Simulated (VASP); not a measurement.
Cd, 2 atoms in the cell. Symmetry: P6_3/mmc, No. 194, hexagonal system. The conventional cell has a = 2.979 Å, b = 2.979 Å, c = 5.618 Å, α = 90.00°, β = 90.00°, γ = 120.00°. Within 3.9 Å of Cd (site symmetry -6m2) lie 12 Cd at 2.98 to 3.29 Å. 

```yaml
Program: VASP 6.6.1
Task: single point
Functional: PBE
Potentials_or_basis: VASP PAW PBE potentials, release 64 (Cd)
Cutoff: 520 eV
k_mesh: 6 × 6 × 4
Occupations: gaussian, width 0.1 eV
Spin: no spin polarisation
Hubbard_terms: Cd d U = 1.4 eV
Dipole_correction: no
Further_INCAR_settings: ALGO = Normal; EDIFF = 1e-06; NBANDS = 19
```

Potentials or basis: VASP PAW PBE potentials, release 64 (Cd).

The run is started by

```bash
$ cat potpaw_PBE.64/Cd/POTCAR > POTCAR
$ mpirun -np 1 vasp_std > vasp.out
```

Hardware: 1 thread of AMD EPYC 7R13, on a shared host.

Question: How long does it take, and how much memory?

Answer: It took 32 s on 1 thread of AMD EPYC 7R13 (shared host), peak memory 0.13 GiB. Counts: scf iterations 11, k points 21.
